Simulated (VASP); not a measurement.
Runs of VASP 6.6.1 on BAs. Symmetry: F-43m, No. 216, cubic system. Conventional cell: a = 4.784 Å, b = 4.784 Å, c = 4.784 Å, α = 90.00°, β = 90.00°, γ = 90.00°. Within 2.7 Å of B (site symmetry -43m) lie 4 As at 2.07 Å. As (site symmetry -43m) has 4 B at 2.07 Å within 2.7 Å. 

| task | level | potentials or basis | k mesh | cutoff (eV) | smearing | second run | grid for exact exchange (PRECFOCK) | share of exact exchange | screening parameter | GW scheme | gap on the mesh (eV) | pressure (GPa) |
| --- | --- | --- | --- | --- | --- | --- | --- | --- | --- | --- | --- | --- |
| single point | PBEsol | VASP PAW PBE potentials, release 64 (B, As) | 6 × 6 × 6 | 520 | gaussian 0.01 eV | - | - | - | - | - | 1.18 | -0.5 |
| single point | PBEsol | VASP PAW PBE potentials, release 64 (B, As) | 6 × 6 × 6 | 500 | gaussian 0.05 eV | - | - | - | - | - | 1.18 | -0.5 |
| single point | PBEsol | VASP PAW PBE potentials, release 64 (B, As_d) | 6 × 6 × 6 | 600 | methfessel-paxton 0.5 eV | valence_matched | - | - | - | - | 1.19 | -1.5 |
| single point | PBEsol | VASP PAW PBE potentials, release 64 (B, As) | 6 × 6 × 6 | 500 | methfessel-paxton 0.05 eV | - | - | - | - | - | 1.18 | -0.5 |
| single point | PBE-based global hybrid | VASP PAW PBE potentials, release 64 (B, As) | 4 × 4 × 4 | 520 | gaussian 0.01 eV | - | Normal | 0.75 | - | - | (a) | -8.5 |
| single point | PBE-based screened hybrid | VASP PAW PBE potentials, release 64 (B, As) | 4 × 4 × 4 | 520 | gaussian 0.01 eV | - | Normal | 0.35 | 0.3 1/Å | - | 2.15 | -1.6 |
| single point | PBE-based global hybrid | VASP PAW PBE potentials, release 64 (B, As) | 4 × 4 × 4 | 520 | gaussian 0.01 eV | - | Normal | 0.05 | - | - | 1.70 | 2.5 |
| single point | LDA | VASP PAW LDA potentials, release 64 (B, As) | 4 × 4 × 4 | 500 | gaussian 0.01 eV | - | - | - | - | - | (b) | -3.1 |
| single point | PBE-based global hybrid | VASP PAW PBE potentials, release 64 (B, As) | 4 × 4 × 4 | 520 | gaussian 0.01 eV | - | Normal | 0.1 | - | - | 2.00 | 1.7 |
| single point | LDA | VASP PAW LDA potentials, release 64 (B, As) | 6 × 6 × 6 | 500 | gaussian 0.01 eV | - | - | - | - | - | 1.22 | -3.6 |
| single point | PBE-based global hybrid | VASP PAW PBE potentials, release 64 (B, As_d) | 4 × 4 × 4 | 520 | gaussian 0.01 eV | valence_matched | Normal | 0.75 | - | - | 5.95 | -7.3 |

Alike in all rows: no spin polarisation; cell a = 3.383 Å, angles 60.0°, 2 atoms.

**Question.** Estimate the missing entries.

**Answer.** (a) 6.01; (b) 1.32.

Caveats: some runs use coarse meshes; the PAW data sets were made with another functional, which shifts forces and pressure a little (some runs).

A k mesh can miss the band edges, and the runs leave out spin-orbit coupling on As.

The runs don't all hold the same shells in valence.
